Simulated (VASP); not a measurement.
Ag:

```
Ag
1.0
    -3.26395    3.26395    3.26395
     3.26395   -3.26395    3.26395
     3.26395    3.26395   -3.26395
Ag
8
Cartesian
  -0.1589 3.1051 0.1589
  0.1589 -0.1589 3.1051
  4.7371 -1.4731 1.4731
  -1.4731 1.4731 4.7371
  3.1051 0.1589 -0.1589
  1.4731 4.7371 -1.4731
  1.7908 1.7908 1.7908
  0.1589 0.1589 0.1589
```

| Item | Value |
| --- | --- |
| Program | VASP 6.6.1 |
| Task | relaxation of cell and atoms |
| Functional | PBE |
| Potentials or basis | VASP PAW PBE potentials, release 64 (Ag) |
| Cutoff | 600 eV |
| k mesh | 8 × 8 × 8 |
| Occupations | gaussian, width 0.1 eV |
| Spin | no spin polarisation |

At the start: pressure 3.7 GPa; volume 17.39 Å³/atom.

Question: Where does the relaxation end?

Answer: Over 3 steps the energy falls by 7.2 meV/atom and the volume is 18.04 Å³/atom (+3.8 %); space group I-43d (No. 220, to 0.1 Å) before and after.

The path:
```tsv
step	energy change (eV)	largest force (eV/Å)	pressure (GPa)	volume (Å³)
1	0.0000	0.0204	3.67	139.09
2	-0.0424	0.0021	-1.67	147.27
3	-0.0580	0.0074	-0.03	144.36
```

Final structure:
```yaml
crystal:
  lattice:
    - [-3.30465, 3.30465, 3.30465]
    - [3.30465, -3.30465, 3.30465]
    - [3.30465, 3.30465, -3.30465]
  atoms:
    - { symbol: Ag, position: [0.50000, 0.00000, 0.45144] }
    - { symbol: Ag, position: [0.45144, 0.50000, 0.00000] }
    - { symbol: Ag, position: [0.00000, 0.95144, 0.50000] }
    - { symbol: Ag, position: [0.95144, 0.50000, 0.00000] }
    - { symbol: Ag, position: [0.00000, 0.45144, 0.50000] }
    - { symbol: Ag, position: [0.50000, 0.00000, 0.95144] }
    - { symbol: Ag, position: [0.54856, 0.54856, 0.54856] }
    - { symbol: Ag, position: [0.04856, 0.04856, 0.04856] }
```
